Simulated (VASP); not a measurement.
Write the native input for VASP 6.6.1 that does the following.

```
Task                   : electric field gradients
Functional             : LDA
Potentials or basis    : VASP PAW LDA potentials, release 64 (Zr_sv)
Cutoff                 : 520 eV
k mesh                 : 13 × 13 × 7
Occupations            : fermi-dirac, width 0.03 eV
Spin                   : no spin polarisation
Dipole correction      : no
Further INCAR settings : ALGO = Normal; EDIFF = 1e-08; NBANDS = 19
```

The structure of Zr lies in POSCAR:

```
Zr
1.0
    3.2319982225     -0.0323199822     -0.0323199822
   -1.6439890369      2.8151525567     -0.0118299345
   -0.0514700000     -0.0514700000      5.1470000000
Zr
2
Direct
    0.3333333333      0.6666666667      0.2500000000
    0.6666666667      0.3333333333      0.7500000000
```

This cell differs from its parent crystal: equal xy, yz and zx shear strains of -2 %.

One way to write it, as run:

INCAR

```
SYSTEM = Zr
  PREC = Accurate
  ENCUT = 520
  EDIFF = 1E-8
  ISMEAR = -1
  SIGMA = 0.03
  LREAL = .False.
  LASPH = .True.
  NELM = 80
  ALGO = Normal
  ISIF = 2
  LWAVE = .False.
  LCHARG = .False.
  GGA = CA
  LEFG = .True.
  NBANDS = 19
```

KPOINTS

```
regular mesh
0
Gamma
  13 13 7
  0 0 0
```

Potentials or basis: VASP PAW LDA potentials, release 64 (Zr_sv).

The run is started by

```console
$ cat potpaw_LDA.64/Zr_sv/POTCAR > POTCAR
$ mpirun -np 1 vasp_std > vasp.out
```

It gave:

* Pressure: -6.0 GPa
* Largest force: 0.037 eV/Å
* Band gap on the k mesh: zero (band 12 reaches 9.76 eV, above the bottom of band 13 at 8.55 eV)

Caveat: the cell differs from its parent crystal (equal xy, yz and zx shear strains of -2 %); without QUAD_EFG the Cq values of the log hold for a quadrupole moment of 1 mb, not for the nuclei.

Run time: 10 min on 1 thread of Intel Xeon 8259CL (shared host), peak memory 0.48 GiB.
